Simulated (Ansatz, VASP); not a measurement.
## SnO in VASP and in Ansatz

Contents of INCAR:

```
SYSTEM = SnO
ALGO = Normal
EDIFF = 1E-6
ENCUT = 520
GGA = PS
ISIF = 2
ISMEAR = 0
LASPH = .TRUE.
LCHARG = .FALSE.
LREAL = .FALSE.
LWAVE = .FALSE.
NBANDS = 72
NELM = 80
PREC = Accurate
SIGMA = 0.05
```

Contents of KPOINTS:

```
k-points
0
G
  8 5 3
  0 0 0
```

POSCAR

```
SnO
1.0
   -3.3156086772      0.0000000000      0.0000000000
    0.0000000000     -5.7050005398      0.0000000000
    0.0000000000     -2.3772737249     11.6824937061
Sn O
6 6
Direct
    0.0000000000      0.3979776634      0.8836914207
    0.0000000000      0.6757776634      0.2170247540
    0.0000000000      0.5368776634      0.5503580874
    0.5000000000     -0.0649960934      0.7170247540
    0.5000000000      0.2128039066      0.0503580874
    0.5000000000      0.0739039066      0.3836914207
    0.0000000000     -0.2810447737      0.9495755793
    0.0000000000     -0.0032447737      0.2829089126
    0.0000000000     -0.1421447737      0.6162422460
    0.5000000000      0.5591184859      0.7829089126
    0.5000000000      0.8369184859      0.1162422460
    0.5000000000      0.6980184859      0.4495755793
```

Input for Ansatz:

```yaml
crystal:
  lattice:
    - [-3.3156086772, 0.0, 0.0]
    - [0.0, -5.7050005398, 0.0]
    - [0.0, -2.3772737249, 11.6824937061]
  atoms:
    - { symbol: Sn, position: [0.0, 0.3979776634, 0.8836914207] }
    - { symbol: Sn, position: [0.0, 0.6757776634, 0.217024754] }
    - { symbol: Sn, position: [0.0, 0.5368776634, 0.5503580874] }
    - { symbol: Sn, position: [0.5, -0.0649960934, 0.717024754] }
    - { symbol: Sn, position: [0.5, 0.2128039066, 0.0503580874] }
    - { symbol: Sn, position: [0.5, 0.0739039066, 0.3836914207] }
    - { symbol: O, position: [0.0, -0.2810447737, 0.9495755793] }
    - { symbol: O, position: [0.0, -0.0032447737, 0.2829089126] }
    - { symbol: O, position: [0.0, -0.1421447737, 0.616242246] }
    - { symbol: O, position: [0.5, 0.5591184859, 0.7829089126] }
    - { symbol: O, position: [0.5, 0.8369184859, 0.116242246] }
    - { symbol: O, position: [0.5, 0.6980184859, 0.4495755793] }
basis:
  ecutwfc: 420
kpoints:
  mp_grid: { grid: [8, 5, 3] }
hamiltonian:
  xc: pbesol
scf:
  occupations: { method: gaussian, width: 0.05 }
output:
  forces: true
  stress: true
  eigenvalues: true
```

Alike in both runs: task single point; functional PBEsol; k mesh 8 × 5 × 3; occupations gaussian, width 0.05 eV; no spin polarisation.

|  | VASP | Ansatz |
| --- | --- | --- |
| version | VASP 6.6.1 | Ansatz 0.2.0 |
| potentials or method | VASP PAW PBE potentials, release 64 (Sn_d, O), cutoff 520 eV | scalar-relativistic, plane waves, PAW |
| valence electrons in the cell | 120 | 120 |

Ansatz gave:

- gap on the k mesh at the Fermi level (eV): none
- pressure (GPa): 0.5
- traceless stress, the component that is largest in VASP (GPa): -5.93
- rms of the force components (eV/Å): 1.221

Problem. Estimate VASP's values.

Solution. gap on the k mesh at the Fermi level (eV): none; pressure (GPa): 0.7; traceless stress, the component that is largest in VASP (GPa): -5.84; rms of the force components (eV/Å): 1.203.

VASP's potentials were made for PBE, not for PBEsol. Atom by atom the forces differ by 0.037 eV/Å (rms over components). A gap of «none» marks a metal or a gap that the smearing closes.
